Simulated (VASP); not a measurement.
# GaAs (F-43m) in VASP: notebook, part 3 of 3

VASP 6.6.1. The steps go on from the part before.

**6. Single point, PBE0**

This run uses another cell than the first one, of 22.95 Å³/atom.

POSCAR

```
GaAs
1.0
    0.0000000000      2.8419284381      2.8419284381
    2.8419284381      0.0000000000      2.8419284381
    2.8419284381      2.8419284381      0.0000000000
As Ga
1 1
Direct
    0.7500000000      0.7500000000      0.7500000000
    0.0000000000      0.0000000000      0.0000000000
```

INCAR.step1

```
PREC = Accurate
ENCUT = 520
EDIFF = 1E-5
ISMEAR = 0
SIGMA = 0.1
LREAL = F
LASPH = T
NELM = 60
ALGO = Normal
ISIF = 2
LWAVE = T
NBANDS = 16
GGA = PE
```

INCAR.step2

```
PREC = Accurate
ENCUT = 520
EDIFF = 1E-7
ISMEAR = 0
SIGMA = 0.1
LREAL = F
LASPH = T
NELM = 60
ALGO = Normal
ISIF = 2
LWAVE = F
LCHARG = T
GGA = PE
LHFCALC = T
AEXX = 0.25
PRECFOCK = Normal
LELF = T
LVHAR = T
NBANDS = 16
ISTART = 1
```

KPOINTS

```
regular mesh
0
Gamma
  4 4 4
```

Potentials or basis: VASP PAW PBE potentials, release 64 (As, Ga_d).

Run with:

```console
$ cat potpaw_PBE.64/As/POTCAR potpaw_PBE.64/Ga_d/POTCAR > POTCAR
$ cp INCAR.step1 INCAR
$ mpirun -np 1 vasp_std > vasp.out
$ cp INCAR.step2 INCAR
$ mpirun -np 1 vasp_std > vasp.out
```

OUTCAR:

```text
PREC = Accurate
   ENCUT = 520
   EDIFF = 1E-7
   ISMEAR = 0
   LREAL = F
   LASPH = T
   NELM = 60
   ISIF = 2
   GGA = PE
   LHFCALC = T
   AEXX = 0.25
   PRECFOCK = Normal
   ISTART = 1

 ion  position               nearest neighbor table
   1  0.750  0.750  0.750-   2 2.46   2 2.46   2 2.46   2 2.46
   2  0.000  0.000  0.000-   1 2.46   1 2.46   1 2.46   1 2.46

  LATTYP: Found a face centered cubic cell.
 ALAT       =     5.6838568762

  Lattice vectors:

 A1 = (   0.0000000000,   2.8419284381,   2.8419284381)
 A2 = (   2.8419284381,   0.0000000000,   2.8419284381)
 A3 = (   2.8419284381,   2.8419284381,   0.0000000000)

Analysis of symmetry for initial positions (statically):
=====================================================================
 Subroutine PRICEL returns:
 Original cell was already a primitive cell.

 Routine SETGRP: Setting up the symmetry group for a
 face centered cubic supercell.

 Subroutine GETGRP returns: Found 24 space group operations
 (whereof 24 operations were pure point group operations)
 out of a pool of 48 trial point group operations.

The static configuration has the point symmetry T_d .

Analysis of symmetry for dynamics (positions and initial velocities):
=====================================================================
 Subroutine PRICEL returns:
 Original cell was already a primitive cell.

 Routine SETGRP: Setting up the symmetry group for a
 face centered cubic supercell.

 Subroutine GETGRP returns: Found 24 space group operations
 (whereof 24 operations were pure point group operations)
 out of a pool of 48 trial point group operations.

The dynamic configuration has the point symmetry T_d .

 Subroutine INISYM returns: Found 24 space group operations
 (whereof 24 operations are pure point group operations),
 and found     1 'primitive' translations

[... 103 lines left out ...]
   LHFCALC =     T    Hartree Fock is set to
   PRECFOCK=normal    Normal, Fast or Accurate (Low or Medium for compatibility)
   ENCUT4O =  -1.0   cutoff for four orbital integrals eV
   NKREDX  =     1    reduce k-point grid by
   NKREDY  =     1    reduce k-point grid by
   NKREDZ  =     1    reduce k-point grid by
   AEXX    =    0.2500 exact exchange contribution
   HFSCREEN=    0.0000 screening length (either q_TF or 0.3 A-1)
   HFSCREENC=   0.0000 screening length for correlation (either q_TF or 0.3 A-1)
   ENCUTFOCK=  -1.0 apply spherical cutoff to Coloumb kernel
   IVDW    =     0    specifies the selected vdW correction
   LEPSILON=     F    determine dielectric tensor
   LRPA    =     F    only Hartree local field effects (RPA)
 non-spin polarized calculation
 Gauss-broadening in eV      SIGMA  =   0.10
  energy-cutoff  :      520.00
  volume of cell :       45.91
 maximum number of plane-waves:      1243
 NGX is ok and might be reduce to    30
  NGX = 24; NGY = 24; NGZ = 24

 number of electron      17.9999986 magnetization

 Free energy of the ion-electron system (eV)
  ---------------------------------------------------
  ext. energy  EPLUGINS =         0.00000000
  ---------------------------------------------------
  free energy    TOTEN  =       -10.63167844 eV

  energy without entropy =      -10.63167844  energy(sigma->0) =      -10.63167844

 E-fermi :   3.4494     XC(G=0):  -7.5105

 val. band max:        3.0011801408   @ k =   0.0000   0.0000   0.0000
 cond. band min:       5.0436008242   @ k =   0.0000   0.0000   0.0000
 fundamental gap:      2.0424206834
 Fermi energy:         3.4494287799

 k-point     1 :       0.0000    0.0000    0.0000
  band No.  band energies     occupation
      1     -14.4050      2.00000
      2     -14.4050      2.00000
      3     -14.4050      2.00000
      4     -14.3278      2.00000
      5     -14.3278      2.00000
      6     -10.8796      2.00000
[... 129 lines left out ...]
      3     -14.3659      2.00000
      4     -14.3377      2.00000
      5     -14.3246      2.00000
      6      -8.1408      2.00000
[... 8 lines left out ...]
     15      17.1108      0.00000
     16      18.1499      0.00000

------------------------ aborting loop because EDIFF is reached ----------------------------------------

  FORCE on cell =-STRESS in cart. coord.  units (eV):
  Direction    XX          YY          ZZ          XY          YZ          ZX
  --------------------------------------------------------------------------------------
  -------------------------------------------------------------------------------------
  Total       -0.0587845     -0.0587845     -0.0587845      0.0000000      0.0000000      0.0000000
  in kB       -2.0516536     -2.0516536     -2.0516536      0.0000000      0.0000000      0.0000000
  external PRESSURE =      -2.0516536 kB  Pullay stress =       0.0000000 kB

 VOLUME and BASIS-vectors are now :
 -----------------------------------------------------------------------------
  energy-cutoff  :      520.00
  volume of cell :       45.91
      direct lattice vectors                 reciprocal lattice vectors
     0.000000000  2.841928438  2.841928438    -0.175936872  0.175936872  0.175936872
     2.841928438  0.000000000  2.841928438     0.175936872 -0.175936872  0.175936872
     2.841928438  2.841928438  0.000000000     0.175936872  0.175936872 -0.175936872

 POSITION                                       TOTAL-FORCE (eV/Angst)
 -----------------------------------------------------------------------------------
      4.26289      4.26289      4.26289        -0.000000     -0.000000     -0.000000
      0.00000      0.00000      0.00000         0.000000      0.000000      0.000000
 -----------------------------------------------------------------------------------
    total drift:                                0.000034      0.000043      0.000029

  FREE ENERGIE OF THE ION-ELECTRON SYSTEM (eV)
  ---------------------------------------------------
  free  energy   TOTEN  =       -10.6316784432 eV

  energy  without entropy=      -10.6316784432  energy(sigma->0) =      -10.63167844
```

OUTCAR.step1:

```text
PREC = Accurate
   ENCUT = 520
   EDIFF = 1E-5
   ISMEAR = 0
   LREAL = F
   LASPH = T
[... 354 lines left out ...]
 -----------------------------------------------------------------------------------
      4.26289      4.26289      4.26289         0.000000      0.000000      0.000000
      0.00000      0.00000      0.00000        -0.000000     -0.000000     -0.000000
 -----------------------------------------------------------------------------------
    total drift:                               -0.000002     -0.000002     -0.000002

  FREE ENERGIE OF THE ION-ELECTRON SYSTEM (eV)
  ---------------------------------------------------
  free  energy   TOTEN  =        -8.0873371410 eV

  energy  without entropy=       -8.0872681049  energy(sigma->0) =       -8.08730262
```

OSZICAR.step1:

```text
N       E                     dE             d eps       ncg     rms          rms(c)
DAV:   1     0.822012834887E+02    0.82201E+02   -0.90266E+03   264   0.163E+03
DAV:   2    -0.156083070129E+01   -0.83762E+02   -0.78651E+02   280   0.300E+02
DAV:   3    -0.817061210120E+01   -0.66098E+01   -0.65885E+01   328   0.659E+01
DAV:   4    -0.826839533135E+01   -0.97783E-01   -0.97774E-01   328   0.890E+00
DAV:   5    -0.826945958316E+01   -0.10643E-02   -0.10642E-02   312   0.839E-01    0.293E+00
DAV:   6    -0.810666036391E+01    0.16280E+00   -0.24026E-01   384   0.819E+00    0.177E+00
DAV:   7    -0.808504905457E+01    0.21611E-01   -0.73499E-02   344   0.185E+00    0.585E-01
DAV:   8    -0.808660989015E+01   -0.15608E-02   -0.12224E-02   296   0.122E+00    0.116E-01
DAV:   9    -0.808717422824E+01   -0.56434E-03   -0.11587E-03   304   0.404E-01    0.543E-02
DAV:  10    -0.808726849773E+01   -0.94269E-04   -0.92137E-05   328   0.946E-02    0.305E-02
DAV:  11    -0.808733683285E+01   -0.68335E-04   -0.93717E-05   288   0.715E-02    0.345E-03
DAV:  12    -0.808733714096E+01   -0.30811E-06   -0.14186E-06   248   0.155E-02
   1 F= -.80873371E+01 E0= -.80873026E+01  d E =-.690361E-04
```

Run time: 5.9 min. Hardware: 1 thread of AMD EPYC 9R45 (Zen 5), shared host; peak memory 0.14 GiB.

What came out:

* Free energy: -10.6317 eV
* Pressure: -0.2 GPa
* Band gap on the k mesh: 2.04 eV

Caveat: the k points lie up to 0.48 Å⁻¹ apart; the PAW data sets were made with another functional, which shifts forces and pressure a little. A k mesh can miss the band edges.

**7. The runs side by side**

```csv
level,spin,cell,k mesh,smearing,grid for exact exchange (PRECFOCK),share of exact exchange,gap on the mesh (eV),pressure (GPa),moment (μB)
BLYP+D3(BJ),"non-collinear, typed start","a = 3.916 Å, angles 60.0°, 2 atoms",6 × 6 × 6,gaussian 0.15 eV,-,-,0.88,6.5,0.00
BLYP+D3(BJ),"non-collinear, typed start","a = 3.944 Å, angles 60.0°, 2 atoms",6 × 6 × 6,gaussian 0.15 eV,-,-,0.71,4.5,0.00
BLYP+D3(BJ),"non-collinear, typed start","a = 3.971 Å, angles 60.0°, 2 atoms",6 × 6 × 6,gaussian 0.15 eV,-,-,0.55,2.8,0.00
BLYP+D3(BJ),"non-collinear, typed start","a = 3.998 Å, angles 60.0°, 2 atoms",6 × 6 × 6,gaussian 0.15 eV,-,-,0.39,1.3,0.00
PBE0,off,"a = 4.019 Å, angles 60.0°, 2 atoms",4 × 4 × 4,gaussian 0.1 eV,Normal,0.25,2.04,-0.2,-
```

Alike in all rows: task single point; potentials or basis VASP PAW PBE potentials, release 64 (As, Ga_d); cutoff (eV) 520.

Caveats: some runs use coarse meshes; the PAW data sets were made with another functional, which shifts forces and pressure a little; the cell stands under pressure (at least some runs).

Absolute energies hang on the potentials; compare differences alone.
